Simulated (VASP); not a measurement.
# TaN (Fm-3m) in VASP: notebook, part 2 of 2

VASP 6.6.1.

## (3) Single point, PBE (strain -0.030 along x and y, -0.030 along z)

The input, INCAR:

```
PREC = Accurate
ENCUT = 520
EDIFF = 1E-6
ISMEAR = 0
SIGMA = 0.15
LREAL = F
LASPH = T
NELM = 60
ALGO = Normal
ISIF = 2
LWAVE = F
LCHARG = T
GGA = PE
LELF = T
LVHAR = T
NBANDS = 15
```

The input, KPOINTS:

```
Automatic mesh
0
Gamma
  24 24 24
```

The input, POSCAR:

```
TaN
1.0
    0.0000000000      2.1423757347      2.1423757347
    2.1423757347      0.0000000000      2.1423757347
    2.1423757347      2.1423757347      0.0000000000
Ta N
1 1
Direct
    0.5000000000      0.5000000000      0.5000000000
    0.0000000000      0.0000000000      0.0000000000
```

Potentials or basis: VASP PAW PBE potentials, release 64 (Ta_pv, N).

On the command line:

```sh
$ cat potpaw_PBE.64/Ta_pv/POTCAR potpaw_PBE.64/N/POTCAR > POTCAR
$ mpirun -np 1 vasp_std > vasp.out
```

OUTCAR:

```text
PREC = Accurate
   ENCUT = 520
   EDIFF = 1E-6
   ISMEAR = 0
   LREAL = F
   LASPH = T
   NELM = 60
   ISIF = 2
   GGA = PE

 ion  position               nearest neighbor table
   1  0.500  0.500  0.500-   2 2.14   2 2.14   2 2.14   2 2.14   2 2.14   2 2.14
   2  0.000  0.000  0.000-   1 2.14   1 2.14   1 2.14   1 2.14   1 2.14   1 2.14

  LATTYP: Found a face centered cubic cell.
 ALAT       =     4.2847514694

  Lattice vectors:

 A1 = (   0.0000000000,   2.1423757347,   2.1423757347)
 A2 = (   2.1423757347,   0.0000000000,   2.1423757347)
 A3 = (   2.1423757347,   2.1423757347,   0.0000000000)

Analysis of symmetry for initial positions (statically):
=====================================================================
 Subroutine PRICEL returns:
 Original cell was already a primitive cell.

 Routine SETGRP: Setting up the symmetry group for a
 face centered cubic supercell.

 Subroutine GETGRP returns: Found 48 space group operations
 (whereof 48 operations were pure point group operations)
 out of a pool of 48 trial point group operations.

The static configuration has the point symmetry O_h .

Analysis of symmetry for dynamics (positions and initial velocities):
=====================================================================
 Subroutine PRICEL returns:
 Original cell was already a primitive cell.

 Routine SETGRP: Setting up the symmetry group for a
 face centered cubic supercell.

 Subroutine GETGRP returns: Found 48 space group operations
 (whereof 48 operations were pure point group operations)
 out of a pool of 48 trial point group operations.

The dynamic configuration has the point symmetry O_h .

 Subroutine INISYM returns: Found 48 space group operations
 (whereof 48 operations are pure point group operations),
 and found     1 'primitive' translations

----------------------------------------------------------------------------------------

                                     Primitive cell

  volume of cell :      19.6660

  direct lattice vectors                    reciprocal lattice vectors
     0.000000000  2.142375735  2.142375735    -0.233385765  0.233385765  0.233385765
     2.142375735  0.000000000  2.142375735     0.233385765 -0.233385765  0.233385765
     2.142375735  2.142375735  0.000000000     0.233385765  0.233385765 -0.233385765

  length of vectors
     3.029776820  3.029776820  3.029776820     0.404236003  0.404236003  0.404236003

  position of ions in fractional coordinates (direct lattice)
     0.500000000  0.500000000  0.500000000
     0.000000000  0.000000000  0.000000000

  ion indices of the primitive-cell ions
   primitive index   ion index
                 1           1
                 2           2

----------------------------------------------------------------------------------------

 KPOINTS: Automatic mesh

Automatic generation of k-mesh.
 Grid dimensions read from file:
 generate k-points for:   24   24   24

 Generating k-lattice:

  Cartesian coordinates                     Fractional coordinates (reciprocal lattice)
    -0.009724407  0.009724407  0.009724407     0.041666667  0.000000000  0.000000000
     0.009724407 -0.009724407  0.009724407     0.000000000  0.041666667  0.000000000
     0.009724407  0.009724407 -0.009724407     0.000000000  0.000000000  0.041666667

  Length of vectors
     0.016843167  0.016843167  0.016843167

  Shift w.r.t. Gamma in fractional coordinates (k-lattice)
     0.000000000  0.000000000  0.000000000

 Subroutine IBZKPT returns following result:
 ===========================================

 Found    413 irreducible k-points:

 Following reciprocal coordinates:
            Coordinates               Weight
  0.000000  0.000000  0.000000      1.000000
  0.041667  0.000000  0.000000      8.000000
  0.083333  0.000000  0.000000      8.000000
  0.125000  0.000000  0.000000      8.000000
  0.166667  0.000000  0.000000      8.000000
  0.208333  0.000000  0.000000      8.000000
[... 16 lines left out ...]
  0.416667  0.041667  0.000000     24.000000
  0.458333  0.041667  0.000000     24.000000
 [... further k-points ...]
   k-points           NKPTS =    413   k-points in BZ     NKDIM =    413   number of bands    NBANDS=     15
   number of dos      NEDOS =    301   number of ions     NIONS =      2
   total plane-waves  NPLWV =  13824
   dimension x,y,z NGX =    24 NGY =   24 NGZ =   24
   dimension x,y,z NGXF=    48 NGYF=   48 NGZF=   48
   ions per type =               1   1
   NGX,Y,Z   is equivalent  to a cutoff of  13.17, 13.17, 13.17 a.u.
   NGXF,Y,Z  is equivalent  to a cutoff of  26.34, 26.34, 26.34 a.u.
 SYSTEM =  unknown system
   PREC   = accura    normal or accurate (medium, high low for compatibility)
   ISTART =      0    job   : 0-new  1-cont  2-samecut
   ICHARG =      2    charge: 1-file 2-atom 10-const
   ISPIN  =      1    spin polarized calculation?
   LNONCOLLINEAR =      F non collinear calculations
   LSORBIT =      F    spin-orbit coupling
   LASPH  =      T    aspherical Exc in radial PAW
   ENCUT  =  520.0 eV  38.22 Ry    6.18 a.u.   5.63  5.63  5.63*2*pi/ulx,y,z
   NELM   =     60;   NELMIN=  2; NELMDL= -5     # of ELM steps
   EDIFF  = 0.1E-05   stopping-criterion for ELM
   LREAL  =      F    real-space projection
   EDIFFG = 0.1E-04   stopping-criterion for IOM
   NSW    =      0    number of steps for IOM
   IBRION =     -1    ionic relax: 0-MD 1-quasi-New 2-CG
   NFREE  =      0    steps in history (QN), initial steepest desc. (CG)
   ISIF   =      2    stress and relaxation
   ISYM   =      2    0-nonsym 1-usesym 2-fastsym
   POTIM  = 0.5000    time-step for ionic-motion
   TEBEG  =    0.0;   TEEND  =   0.0 temperature during run
   PSTRESS=    0.0 pullay stress
   NELECT =      16.0000    total number of electrons
   NUPDOWN=      -1.0000    fix difference up-down
   EMIN   =  10.00;   EMAX   =-10.00  energy-range for DOS
   EFERMI =   0.00;   METHOD = LEGACY
   ISMEAR =     0;   SIGMA  =   0.15  broadening in eV -4-tet -1-fermi 0-gaus
   EFERMI_NEDOS =   21; number of points for ismear=-14 and -15
   IALGO  =     38    algorithm
   IMIX   =      4    mixing-type and parameters
     AMIX     =   0.40;   BMIX     =  1.00
     AMIX_MAG =   1.60;   BMIX_MAG =  1.00
  volume/ion in A,a.u.               =       9.83        66.36
  Fermi-wavevector in a.u.,A,eV,Ry     =   1.528302  2.888072 31.779224  2.335707
  Thomas-Fermi vector in A             =   2.636079
   LORBIT       =      0    0 simple, 1 ext, 2 COOP (PROOUT), +10 PAW based schemes
   GGA     = PE    functional components
   LHFCALC =     F    Hartree Fock is set to
   AEXX    =    0.0000 exact exchange contribution
   IVDW    =     0    specifies the selected vdW correction
   LEPSILON=     F    determine dielectric tensor
   LRPA    =     F    only Hartree local field effects (RPA)
 non-spin polarized calculation
 Gauss-broadening in eV      SIGMA  =   0.15
  energy-cutoff  :      520.00
  volume of cell :       19.67
 maximum number of plane-waves:       544
   NGX = 11   NGY = 11   NGZ = 11

 number of electron      15.9999997 magnetization

 Free energy of the ion-electron system (eV)
  ---------------------------------------------------
  ext. energy  EPLUGINS =         0.00000000
  ---------------------------------------------------
  free energy    TOTEN  =       -21.61902909 eV

  energy without entropy =      -21.60964926  energy(sigma->0) =      -21.61433917

 E-fermi :  10.4590     XC(G=0): -13.8761

 val. band max:       10.4299966245   @ k =  -0.3750   0.2500   0.0417
 cond. band min:      10.4624614604   @ k =   0.4167   0.0833   0.0417
 fundamental gap:      0.0324648359
 Fermi energy:        10.4589506526

 k-point     1 :       0.0000    0.0000    0.0000
  band No.  band energies     occupation
      1     -25.1686      2.00000
      2     -25.1686      2.00000
      3     -25.1686      2.00000
      4      -9.0606      2.00000
      5       6.4026      2.00000
      6       6.4026      2.00000
      7       6.4026      2.00000
      8       8.1206      2.00000
      9       8.1206      2.00000
     10       8.1206      2.00000
     11      10.5368      0.46281
     12      10.5368      0.46281
     13      12.6794      0.00000
     14      19.8884      0.00000
     15      22.9991      0.00000
[... 397 lines left out ...]
 k-point    24 :       0.4583    0.0417    0.0000
  band No.  band energies     occupation
      1     -26.2701      2.00000
      2     -25.2795      2.00000
      3     -25.2788      2.00000
      4      -5.7242      2.00000
      5      -0.3329      2.00000
      6       2.3543      2.00000
      7       2.4268      2.00000
      8      11.7627      0.00000
      9      12.5588      0.00000
     10      12.5755      0.00000
     11      15.1608      0.00000
     12      18.2644      0.00000
     13      18.7212      0.00000
     14      22.8792      0.00000
     15      23.2203      0.00000

 [... further k-points ...]
[... 5 lines left out ...]
  --------------------------------------------------------------------------------------
  -------------------------------------------------------------------------------------
  Total        4.6757953      4.6757953      4.6757953     -0.0000000      0.0000000      0.0000000
  in kB      380.9334926    380.9334926    380.9334926     -0.0000000      0.0000000      0.0000000
  external PRESSURE =     380.9334926 kB  Pullay stress =       0.0000000 kB

 VOLUME and BASIS-vectors are now :
 -----------------------------------------------------------------------------
  energy-cutoff  :      520.00
  volume of cell :       19.67
      direct lattice vectors                 reciprocal lattice vectors
     0.000000000  2.142375735  2.142375735    -0.233385765  0.233385765  0.233385765
     2.142375735  0.000000000  2.142375735     0.233385765 -0.233385765  0.233385765
     2.142375735  2.142375735  0.000000000     0.233385765  0.233385765 -0.233385765

 POSITION                                       TOTAL-FORCE (eV/Angst)
 -----------------------------------------------------------------------------------
      2.14238      2.14238      2.14238         0.000000      0.000000      0.000000
      0.00000      0.00000      0.00000        -0.000000     -0.000000     -0.000000
 -----------------------------------------------------------------------------------
    total drift:                                0.000000     -0.000000     -0.000000

  FREE ENERGIE OF THE ION-ELECTRON SYSTEM (eV)
  ---------------------------------------------------
  free  energy   TOTEN  =       -21.6190290854 eV

  energy  without entropy=      -21.6096492595  energy(sigma->0) =      -21.61433917
```

OSZICAR:

```text
N       E                     dE             d eps       ncg     rms          rms(c)
DAV:   1     0.912605366528E+02    0.91261E+02   -0.88752E+03 12420   0.115E+03
DAV:   2    -0.219486178955E+02   -0.11321E+03   -0.10695E+03 15253   0.310E+02
DAV:   3    -0.246485335900E+02   -0.26999E+01   -0.26793E+01 13734   0.446E+01
DAV:   4    -0.246584754108E+02   -0.99418E-02   -0.99384E-02 16250   0.288E+00
DAV:   5    -0.246585345432E+02   -0.59132E-04   -0.59130E-04 13860   0.196E-01    0.284E+01
DAV:   6    -0.216877626387E+02    0.29708E+01   -0.53664E+00 14950   0.269E+01    0.121E+01
DAV:   7    -0.216497659458E+02    0.37997E-01   -0.49080E-01 14938   0.583E+00    0.813E+00
DAV:   8    -0.216254844904E+02    0.24281E-01   -0.11439E-01 14049   0.283E+00    0.196E+00
DAV:   9    -0.216191209488E+02    0.63635E-02   -0.16376E-02 13685   0.105E+00    0.312E-01
DAV:  10    -0.216190756586E+02    0.45290E-04   -0.99263E-04 14455   0.368E-01    0.714E-02
DAV:  11    -0.216190313749E+02    0.44284E-04   -0.10021E-04 13944   0.113E-01    0.362E-02
DAV:  12    -0.216190295891E+02    0.17858E-05   -0.97353E-06 14287   0.303E-02    0.314E-03
DAV:  13    -0.216190290854E+02    0.50371E-06   -0.41869E-07  7287   0.538E-03
   1 F= -.21619029E+02 E0= -.21614339E+02  d E =-.937983E-02
```

stdout:

```text
POSCAR found type information on POSCAR TaN
 POSCAR found :  2 types and       2 ions
 scaLAPACK will be used
 LDA part: xc-table for (Slater+PW92), standard interpolation
 POSCAR, INCAR and KPOINTS ok, starting setup
 FFT: planning ... GRIDC
 FFT: planning ... GRID_SOFT
 FFT: planning ... GRID
 WAVECAR not read
 entering main loop
```

Wall time 2.1 min (1 thread of Intel Xeon 8259CL, shared host); peak memory 0.24 GiB.

What came out:

```
Free energy            : -21.6190 eV
Pressure               : 38.1 GPa
Band gap on the k mesh : zero (bands 8 and 9 overlap by 4.49 eV)
```

Caveat: the cell differs from its parent crystal (strain -0.030 along x and y, -0.030 along z); the cell stands under pressure; spin-orbit coupling is left out, which moves the levels of the heavy elements.

## (4) Single point, PBE (strain -0.015 along x and y, -0.015 along z)

The input, INCAR:

```
SYSTEM = TaN
PREC = Accurate ; ENCUT = 520
EDIFF = 1E-7 ; ISMEAR = 0
SIGMA = 0.15 ; LREAL = .FALSE.
LASPH = .TRUE. ; NELM = 60
ALGO = Normal ; ISIF = 2
LWAVE = .FALSE. ; LCHARG = .FALSE.
GGA = PE ; NBANDS = 15
```

The input, KPOINTS:

```
Automatic mesh
0
G
  24 24 24
  0 0 0
```

The input, POSCAR:

```
TaN
1.0
    0.0000000000      2.1755052563      2.1755052563
    2.1755052563      0.0000000000      2.1755052563
    2.1755052563      2.1755052563      0.0000000000
Ta N
1 1
Direct
    0.5000000000      0.5000000000      0.5000000000
    0.0000000000      0.0000000000      0.0000000000
```

On the command line:

```sh
$ cat potpaw_PBE.64/Ta_pv/POTCAR potpaw_PBE.64/N/POTCAR > POTCAR
$ mpirun -np 1 vasp_std > vasp.out
```

Run time: 2 min. Hardware: 1 thread of Intel Xeon 8259CL, shared host; peak memory 0.25 GiB.

It converged, with:

| Item | Value |
| --- | --- |
| Free energy | -21.7783 eV |
| Pressure | 17.5 GPa |
| Band gap on the k mesh | zero (bands 8 and 9 overlap by 4.20 eV) |

Levels at points of the mesh, in eV from the Fermi level:
```csv
k point,band 6,band 7,band 8,band 9,band 10,band 11
"(0.00, 0.00, 0.00)",-3.92,-3.92,-2.20,-2.20,-2.20,0.07
"(0.50, 0.00, 0.00)",-7.82,-7.82,2.00,2.00,2.09,3.93
"(0.50, 0.50, 0.00)",-5.70,-4.72,-4.72,2.22,3.73,3.73
```

Caveat: the cell differs from its parent crystal (strain -0.015 along x and y, -0.015 along z); the cell stands under pressure; spin-orbit coupling is left out, which moves the levels of the heavy elements.

## (5) Overview

```tsv
cell	gap on the mesh (eV)	pressure (GPa)
a = 3.217 Å, angles 60.0°, 2 atoms	none	-23.5
a = 3.030 Å, angles 60.0°, 2 atoms	none	38.1
a = 3.077 Å, angles 60.0°, 2 atoms	none	17.5
```

Alike in all rows: task single point; level PBE; potentials or basis VASP PAW PBE potentials, release 64 (Ta_pv, N); no spin polarisation; k mesh 24 × 24 × 24; cutoff (eV) 520; smearing gaussian 0.15 eV.

Caveats: spin-orbit coupling is left out, which moves the levels of the heavy elements; the cell stands under pressure (at least some runs); the cell stands under tension (at least some runs).

Absolute energies hang on the potentials; compare differences alone.

The gap in the log of VASP goes by the Fermi energy; the results here count the filled bands.